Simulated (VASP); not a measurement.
# SiC (P1) in VASP: notebook

SiC is run at these levels: r2SCAN; tasks: single point.

Everything below comes from runs of VASP 6.6.1. Logs are shortened: lines on timing, memory, paths and dates and some standing lists are left out, and cuts for length are marked.

### 1 The cell of the first run

The typed cell holds 8 atoms: a = 3.078 Å, b = 3.078 Å, c = 10.096 Å, α = 88.25°, β = 86.50°, γ = 60.00°.

### 2 Single point, r2SCAN

POSCAR

```
SiC
1.0
   -1.5387796673     -2.6652445653      0.0000000000
    1.5387796672     -2.6652445654      0.0000000000
   -0.3077559335     -0.5330489131     10.0767691650
Si C
4 4
Direct
    0.2145258095      0.3333333333      0.5940376193
    0.6478591428      0.6666666667      0.0940376193
   -0.0688186364      0.0000000000      0.3440931819
   -0.1688186364      0.0000000000      0.8440931819
    0.2521325325      0.3333333333      0.4060040042
    0.4854658658      0.6666666667      0.9060040042
    0.9686671611      0.0000000000      0.1566641945
    0.8686671611      0.0000000000      0.6566641945
```

INCAR.step1

```
ALGO     = Normal         # electronic algorithm
EDIFF    = 1E-4           # SCF threshold, eV
ENCUT    = 520            # plane-wave cutoff, eV
GGA      = PE             # functional
ISMEAR   = 0              # smearing method
LASPH    = True           # aspherical terms in the spheres
LCHARG   = False          # write CHGCAR
LREAL    = False          # projectors in reciprocal space
LWAVE    = True           # write WAVECAR
NBANDS   = 26             # bands
NELM     = 100            # most SCF steps
PREC     = Accurate       # precision mode
SIGMA    = 0.05           # smearing width, eV
```

INCAR.step2

```
ALGO     = Normal         # electronic algorithm
EDIFF    = 1E-6           # SCF threshold, eV
ENCUT    = 520            # plane-wave cutoff, eV
ISIF     = 2              # what is computed and relaxed
ISMEAR   = 0              # smearing method
ISTART   = 1            
LASPH    = True           # aspherical terms in the spheres
LCHARG   = False          # write CHGCAR
LMIXTAU  = True         
LREAL    = False          # projectors in reciprocal space
LWAVE    = False          # write WAVECAR
METAGGA  = R2SCAN         # meta-GGA
NBANDS   = 26             # bands
NELM     = 100            # most SCF steps
PREC     = Accurate       # precision mode
SIGMA    = 0.05           # smearing width, eV
```

KPOINTS

```
k-points
0
Gamma
  8 8 3
```

Potentials or basis: VASP PAW PBE potentials, release 64 (Si, C).

Command:

```
> cat potpaw_PBE.64/Si/POTCAR potpaw_PBE.64/C/POTCAR > POTCAR
> cp INCAR.step1 INCAR
> mpirun -np 1 vasp_std > vasp.out
> cp INCAR.step2 INCAR
> mpirun -np 1 vasp_std > vasp.out
```

OUTCAR:

```text
EDIFF = 1E-6
   ENCUT = 520
   ISIF = 2
   ISMEAR = 0
   ISTART = 1
   LASPH = True
   LREAL = False
   METAGGA = R2SCAN
   NELM = 100
   PREC = Accurate

 ion  position               nearest neighbor table
   1  0.215  0.333  0.594-   8 1.89   8 1.89   8 1.89   5 1.89   3 3.08   3 3.08   3 3.08   4 3.08
                             4 3.08   4 3.08
   2  0.648  0.667  0.094-   7 1.89   7 1.89   7 1.89   6 1.99   4 2.83   3 3.08   3 3.08   3 3.08
                             4 3.14
   3  0.931  0.000  0.344-   5 1.88   5 1.88   5 1.88   7 1.89   1 3.08   1 3.08   1 3.08   2 3.08
                             2 3.08   2 3.08
   4  0.831  0.000  0.844-   6 1.88   6 1.88   6 1.88   8 1.89   2 2.83   1 3.08   1 3.08   1 3.08
                             2 3.14
   5  0.252  0.333  0.406-   3 1.88   3 1.88   3 1.88   1 1.89
   6  0.485  0.667  0.906-   4 1.88   4 1.88   4 1.88   2 1.99
   7  0.969  0.000  0.157-   2 1.89   2 1.89   2 1.89   3 1.89
   8  0.869  0.000  0.657-   1 1.89   1 1.89   1 1.89   4 1.89

  LATTYP: Found a base centered monoclinic cell.
 ALAT       =     3.0775593345
 B/A-ratio  =     1.7320508076
 C/A-ratio  =     3.2803754517
 COS(beta)  =    -0.0609686309

  Lattice vectors:

 A1 = (   3.0775593345,  -0.0000000001,   0.0000000000)
 A2 = (  -1.5387796672,   2.6652445654,   0.0000000000)
 A3 = (  -0.3077559335,  -0.5330489131,  10.0767691650)

Analysis of symmetry for initial positions (statically):
=====================================================================
 Subroutine PRICEL returns:
 Original cell was already a primitive cell.

 Routine SETGRP: Setting up the symmetry group for a
 base centered monoclinic supercell.

 Subroutine GETGRP returns: Found  1 space group operations
 (whereof  1 operations were pure point group operations)
 out of a pool of  4 trial point group operations.

The static configuration has the point symmetry C_1 .

Analysis of symmetry for dynamics (positions and initial velocities):
=====================================================================
 Subroutine PRICEL returns:
 Original cell was already a primitive cell.

 Routine SETGRP: Setting up the symmetry group for a
 base centered monoclinic supercell.

 Subroutine GETGRP returns: Found  1 space group operations
 (whereof  1 operations were pure point group operations)
 out of a pool of  4 trial point group operations.

The dynamic configuration has the point symmetry C_1 .

 Subroutine INISYM returns: Found  1 space group operations
 (whereof  1 operations are pure point group operations),
 and found     1 'primitive' translations

----------------------------------------------------------------------------------------

                                     Primitive cell

  volume of cell :      82.6542

  direct lattice vectors                    reciprocal lattice vectors
    -1.538779667 -2.665244565  0.000000000    -0.324932809 -0.187600045 -0.019847631
     1.538779667 -2.665244565  0.000000000     0.324932809 -0.187600045  0.000000000
    -0.307755934 -0.533048913 10.076769165     0.000000000  0.000000000  0.099238157

  length of vectors
     3.077559334  3.077559335 10.095550092     0.375724681  0.375200090  0.099238157

  position of ions in fractional coordinates (direct lattice)
     0.214525810  0.333333333  0.594037619
     0.647859143  0.666666667  0.094037619
     0.931181364  1.000000000  0.344093182
     0.831181364  1.000000000  0.844093182
     0.252132532  0.333333333  0.406004004
     0.485465866  0.666666667  0.906004004
     0.968667161  1.000000000  0.156664195
     0.868667161  1.000000000  0.656664195

  ion indices of the primitive-cell ions
   primitive index   ion index
                 1           1
                 2           2
                 3           3
                 4           4
                 5           5
                 6           6
                 7           7
                 8           8

----------------------------------------------------------------------------------------

 KPOINTS: k-points

Automatic generation of k-mesh.
 Grid dimensions read from file:
 generate k-points for:    8    8    3

 Generating k-lattice:

  Cartesian coordinates                     Fractional coordinates (reciprocal lattice)
    -0.040616601 -0.023450006 -0.002480954     0.125000000 -0.000000000  0.000000000
     0.040616601 -0.023450006  0.000000000    -0.000000000  0.125000000 -0.000000000
     0.000000000  0.000000000  0.033079386     0.000000000  0.000000000  0.333333333

  Length of vectors
     0.046965585  0.046900011  0.033079386

  Shift w.r.t. Gamma in fractional coordinates (k-lattice)
     0.000000000  0.000000000  0.000000000

 Subroutine IBZKPT returns following result:
 ===========================================

 Found     98 irreducible k-points:

 Following reciprocal coordinates:
            Coordinates               Weight
  0.000000  0.000000  0.000000      1.000000
  0.125000  0.000000  0.000000      2.000000
 -0.125000 -0.125000 -0.000000      2.000000
  0.250000  0.000000  0.000000      2.000000
 -0.250000 -0.250000 -0.000000      2.000000
  0.375000  0.000000  0.000000      2.000000
[... 16 lines left out ...]
  0.500000  0.250000  0.000000      2.000000
 -0.375000  0.250000  0.000000      2.000000
 [... further k-points ...]
   k-points           NKPTS =     98   k-points in BZ     NKDIM =     98   number of bands    NBANDS=     26
   number of dos      NEDOS =    301   number of ions     NIONS =      8
   total plane-waves  NPLWV =  46080
   dimension x,y,z NGX =    24 NGY =   24 NGZ =   80
   dimension x,y,z NGXF=    48 NGYF=   48 NGZF=  160
   ions per type =               4   4
   NGX,Y,Z   is equivalent  to a cutoff of  12.96, 12.96, 13.17 a.u.
   NGXF,Y,Z  is equivalent  to a cutoff of  25.93, 25.93, 26.35 a.u.
 SYSTEM =  unknown system
   PREC   = accura    normal or accurate (medium, high low for compatibility)
   ISTART =      1    job   : 0-new  1-cont  2-samecut
   ICHARG =      0    charge: 1-file 2-atom 10-const
   ISPIN  =      1    spin polarized calculation?
   LNONCOLLINEAR =      F non collinear calculations
   LSORBIT =      F    spin-orbit coupling
   LASPH  =      T    aspherical Exc in radial PAW
   ENCUT  =  520.0 eV  38.22 Ry    6.18 a.u.   5.72  5.72 18.77*2*pi/ulx,y,z
   NELM   =    100;   NELMIN=  2; NELMDL=  0     # of ELM steps
   EDIFF  = 0.1E-05   stopping-criterion for ELM
   LREAL  =      F    real-space projection
   EDIFFG = 0.1E-04   stopping-criterion for IOM
   NSW    =      0    number of steps for IOM
   IBRION =     -1    ionic relax: 0-MD 1-quasi-New 2-CG
   NFREE  =      0    steps in history (QN), initial steepest desc. (CG)
   ISIF   =      2    stress and relaxation
   ISYM   =      2    0-nonsym 1-usesym 2-fastsym
   POTIM  = 0.5000    time-step for ionic-motion
   TEBEG  =    0.0;   TEEND  =   0.0 temperature during run
   PSTRESS=    0.0 pullay stress
   NELECT =      32.0000    total number of electrons
   NUPDOWN=      -1.0000    fix difference up-down
   EMIN   =  10.00;   EMAX   =-10.00  energy-range for DOS
   EFERMI =   0.00;   METHOD = LEGACY
   ISMEAR =     0;   SIGMA  =   0.05  broadening in eV -4-tet -1-fermi 0-gaus
   EFERMI_NEDOS =   21; number of points for ismear=-14 and -15
   IALGO  =     38    algorithm
   IMIX   =      4    mixing-type and parameters
     AMIX     =   0.40;   BMIX     =  1.00
     AMIX_MAG =   1.60;   BMIX_MAG =  1.00
  volume/ion in A,a.u.               =      10.33        69.72
  Fermi-wavevector in a.u.,A,eV,Ry     =   1.193172  2.254769 19.370077  1.423661
  Thomas-Fermi vector in A             =   2.329193
   LORBIT       =      0    0 simple, 1 ext, 2 COOP (PROOUT), +10 PAW based schemes
   METAGGA = R2SCAN    functional components
   LHFCALC =     F    Hartree Fock is set to
   AEXX    =    0.0000 exact exchange contribution
   IVDW    =     0    specifies the selected vdW correction
   LEPSILON=     F    determine dielectric tensor
   LRPA    =     F    only Hartree local field effects (RPA)
 non-spin polarized calculation
 Gauss-broadening in eV      SIGMA  =   0.05
  energy-cutoff  :      520.00
  volume of cell :       82.65
 maximum number of plane-waves:      2242
   NGX = 11   NGY = 11   NGZ = 37

 number of electron      32.0000001 magnetization

 Free energy of the ion-electron system (eV)
  ---------------------------------------------------
  ext. energy  EPLUGINS =         0.00000000
  ---------------------------------------------------
  free energy    TOTEN  =       -76.70103701 eV

  energy without entropy =      -76.70103701  energy(sigma->0) =      -76.70103701

 E-fermi :   8.6823     XC(G=0): -11.9524

 val. band max:        8.4418450165   @ k =   0.0000   0.0000   0.0000
 cond. band min:      10.0755789174   @ k =   0.5000   0.5000   0.0000
 fundamental gap:      1.6337339010
 Fermi energy:         8.6822794005

 k-point     1 :       0.0000    0.0000    0.0000
  band No.  band energies     occupation
      1      -8.1887      2.00000
      2      -6.9819      2.00000
      3      -6.9168      2.00000
      4      -4.5598      2.00000
      5      -0.7840      2.00000
      6       3.4884      2.00000
[... 18 lines left out ...]
     25      16.2612      0.00000
     26      16.3677      0.00000

 k-point     2 :       0.1250    0.0000    0.0000
  band No.  band energies     occupation
      1      -7.9062      2.00000
      2      -6.7438      2.00000
      3      -6.6103      2.00000
      4      -4.3309      2.00000
      5      -0.5199      2.00000
      6       3.5072      2.00000
[... 18 lines left out ...]
     25      16.4223      0.00000
[... 608 lines left out ...]
     25      17.8011      0.00000
     26      18.0103      0.00000

 k-point    24 :      -0.3750    0.2500    0.0000
  band No.  band energies     occupation
      1      -3.9560      2.00000
      2      -3.6427      2.00000
      3      -3.4549      2.00000
      4      -3.1239      2.00000
      5      -0.1354      2.00000
      6       0.2796      2.00000
[... 18 lines left out ...]
     25      18.1561      0.00000
     26      18.6405      0.00000

 [... further k-points ...]

------------------------ aborting loop because EDIFF is reached ----------------------------------------

  FORCE on cell =-STRESS in cart. coord.  units (eV):
  Direction    XX          YY          ZZ          XY          YZ          ZX
  --------------------------------------------------------------------------------------
  -------------------------------------------------------------------------------------
  Total        0.2948643     -1.7222598      0.2076867     -0.3324593      3.7729630      2.7402475
  in kB        5.7156803    -33.3844663      4.0258203     -6.4444263     73.1355148     53.1172466
  external PRESSURE =      -7.8809886 kB  Pullay stress =       0.0000000 kB

 VOLUME and BASIS-vectors are now :
 -----------------------------------------------------------------------------
  energy-cutoff  :      520.00
  volume of cell :       82.65
      direct lattice vectors                 reciprocal lattice vectors
    -1.538779667 -2.665244565  0.000000000    -0.324932809 -0.187600045 -0.019847631
     1.538779667 -2.665244565  0.000000000     0.324932809 -0.187600045  0.000000000
    -0.307755934 -0.533048913 10.076769165     0.000000000  0.000000000  0.099238157

 POSITION                                       TOTAL-FORCE (eV/Angst)
 -----------------------------------------------------------------------------------
     -0.00000     -1.77683      5.98598         0.027385      0.038352      0.054832
     -0.00000     -3.55366      0.94760         0.714599      1.532384     -0.321614
     -1.53878     -2.66524      3.46735         0.114985      0.087847      0.114039
     -1.53878     -2.66524      8.50573         0.066494     -0.206713     -0.145765
     -0.00000     -1.77683      4.09121         0.003219      0.007420     -0.047336
     -0.00000     -3.55366      9.12959        -1.031550     -1.257348      0.331252
     -1.53878     -2.66524      1.57867         0.198298     -0.085418      0.103085
     -1.53878     -2.66524      6.61705        -0.093432     -0.116524     -0.088494
 -----------------------------------------------------------------------------------
    total drift:                               -0.000067     -0.000102     -0.000643

  FREE ENERGIE OF THE ION-ELECTRON SYSTEM (eV)
  ---------------------------------------------------
  free  energy   TOTEN  =       -76.7010370051 eV

  energy  without entropy=      -76.7010370051  energy(sigma->0) =      -76.70103701
```

It took 7.5 min on 1 thread of Oxide Virtual Turin-like, shared host; peak memory 0.28 GiB.

Results:

| Quantity | Value |
| --- | --- |
| Free energy | -76.7010 eV |
| Pressure | -0.8 GPa |
| Largest force | 1.721 eV/Å |
| Band gap on the k mesh | 1.63 eV (least direct gap 2.89 eV) |

Forces on the atoms (eV/Å):
```
Si   0.027  0.038  0.055
Si   0.715  1.532 -0.322
Si   0.115  0.088  0.114
Si   0.066 -0.207 -0.146
C    0.003  0.007 -0.047
C   -1.032 -1.257  0.331
C    0.198 -0.085  0.103
C   -0.093 -0.117 -0.088
```

Stress tensor (GPa, compression positive):
```
 0.57 -0.64  5.31
-0.64 -3.34  7.31
 5.31  7.31  0.40
```

Caveat: the PAW data sets were made with another functional, which shifts forces and pressure a little; an odd mesh through Γ misses points on the zone boundary, where band edges can lie.

### 3 Single point, r2SCAN

POSCAR

```
SiC
1.0
   -1.5387796673     -2.6652445653      0.0000000000
    1.5387796672     -2.6652445654      0.0000000000
   -0.6155118669     -1.0660978261     10.0767691650
Si C
4 4
Direct
    0.0957182856      0.3333333333      0.5940376193
    0.6290516189      0.6666666667      0.0940376193
   -0.1376372728      0.0000000000      0.3440931819
   -0.3376372728      0.0000000000      0.8440931819
    0.1709317317      0.3333333333      0.4060040042
    0.3042650650      0.6666666667      0.9060040042
    0.9373343222      0.0000000000      0.1566641945
    0.7373343222      0.0000000000      0.6566641945
```

INCAR.step1

```
PREC     = Accurate       # precision mode
ENCUT    = 520            # plane-wave cutoff, eV
ISMEAR   = 0              # smearing method
SIGMA    = 0.05           # smearing width, eV
LREAL    = F              # projectors in reciprocal space
LASPH    = T              # aspherical terms in the spheres
NELM     = 100            # most SCF steps
NBANDS   = 26             # bands
GGA      = PE             # functional
ALGO     = Normal         # electronic algorithm
EDIFF    = 1E-4           # SCF threshold, eV
LWAVE    = T              # write WAVECAR
LCHARG   = F              # write CHGCAR
```

INCAR.step2

```
PREC     = Accurate       # precision mode
ENCUT    = 520            # plane-wave cutoff, eV
EDIFF    = 1E-6           # SCF threshold, eV
ISMEAR   = 0              # smearing method
SIGMA    = 0.05           # smearing width, eV
LREAL    = F              # projectors in reciprocal space
LASPH    = T              # aspherical terms in the spheres
NELM     = 100            # most SCF steps
ALGO     = Normal         # electronic algorithm
ISIF     = 2              # what is computed and relaxed
LWAVE    = F              # write WAVECAR
LCHARG   = F              # write CHGCAR
METAGGA  = R2SCAN         # meta-GGA
LMIXTAU  = T            
NBANDS   = 26             # bands
ISTART   = 1
```

KPOINTS

```
Automatic mesh
0
Gamma
  8 8 3
```

Potentials or basis: VASP PAW PBE potentials, release 64 (Si, C).

Command:

```
> cat potpaw_PBE.64/Si/POTCAR potpaw_PBE.64/C/POTCAR > POTCAR
> cp INCAR.step1 INCAR
> mpirun -np 1 vasp_std > vasp.out
> cp INCAR.step2 INCAR
> mpirun -np 1 vasp_std > vasp.out
```

OUTCAR:

```text
PREC = Accurate
   ENCUT = 520
   EDIFF = 1E-6
   ISMEAR = 0
   LREAL = F
   LASPH = T
   NELM = 100
   ISIF = 2
   METAGGA = R2SCAN
   ISTART = 1

 ion  position               nearest neighbor table
   1  0.096  0.333  0.594-   8 1.89   8 1.89   8 1.89   5 1.89   3 3.08   3 3.08   3 3.08   4 3.08
                             4 3.08   4 3.08
   2  0.629  0.667  0.094-   7 1.89   7 1.89   7 1.89   6 2.26   4 2.69   3 3.08   3 3.08   3 3.08

   3  0.862  0.000  0.344-   5 1.88   5 1.88   5 1.88   7 1.89   1 3.08   1 3.08   1 3.08   2 3.08
                             2 3.08   2 3.08
   4  0.662  0.000  0.844-   6 1.88   6 1.88   6 1.88   8 1.89   2 2.69   1 3.08   1 3.08   1 3.08
[... 916 lines left out ...]
  in kB       -6.7691107    -80.0536561     40.5256330    -32.7492227     52.2210714     80.3590932
  external PRESSURE =     -15.4323779 kB  Pullay stress =       0.0000000 kB

 VOLUME and BASIS-vectors are now :
 -----------------------------------------------------------------------------
  energy-cutoff  :      520.00
  volume of cell :       82.65
      direct lattice vectors                 reciprocal lattice vectors
    -1.538779667 -2.665244565  0.000000000    -0.324932809 -0.187600045 -0.039695263
     1.538779667 -2.665244565  0.000000000     0.324932809 -0.187600045 -0.000000000
    -0.615511867 -1.066097826 10.076769165     0.000000000  0.000000000  0.099238157

 POSITION                                       TOTAL-FORCE (eV/Angst)
 -----------------------------------------------------------------------------------
     -0.00000     -1.77683      5.98598         0.036269      0.036821      0.104397
      0.00000     -3.55366      0.94760         0.477865      1.466508     -0.353496
     -1.53878     -2.66524      3.46735         0.262912     -0.010701      0.294655
     -1.53878     -2.66524      8.50573         0.358631     -0.237583     -0.182534
     -0.00000     -1.77683      4.09121        -0.008210      0.007016     -0.076355
     -0.00000     -3.55366      9.12959        -1.626630     -0.904746     -0.028089
     -1.53878     -2.66524      1.57867         0.660905     -0.269377      0.451334
     -1.53878     -2.66524      6.61705        -0.161742     -0.087938     -0.209912
 -----------------------------------------------------------------------------------
    total drift:                               -0.000059     -0.000132     -0.000464

  FREE ENERGIE OF THE ION-ELECTRON SYSTEM (eV)
  ---------------------------------------------------
  free  energy   TOTEN  =       -75.3685603521 eV

  energy  without entropy=      -75.3685603521  energy(sigma->0) =      -75.36856035
```

Run time: 7.3 min. Hardware: 1 thread of Oxide Virtual Turin-like, shared host; peak memory 0.28 GiB.

What came out:

```yaml
Free_energy: -75.3686 eV
Pressure: -1.5 GPa
Largest_force: 1.862 eV/Å
Band_gap_on_the_k_mesh: 0.76 eV (least direct gap 1.39 eV)
```

Forces in eV/Å, atoms in the order of the input:
```
Si   0.036  0.037  0.104
Si   0.478  1.467 -0.353
Si   0.263 -0.011  0.295
Si   0.359 -0.238 -0.183
C   -0.008  0.007 -0.076
C   -1.627 -0.905 -0.028
C    0.661 -0.269  0.451
C   -0.162 -0.088 -0.210
```

Stress tensor (GPa, compression positive):
```
-0.68 -3.27  8.04
-3.27 -8.01  5.22
 8.04  5.22  4.05
```

Caveat: the PAW data sets were made with another functional, which shifts forces and pressure a little; an odd mesh through Γ misses points on the zone boundary, where band edges can lie.
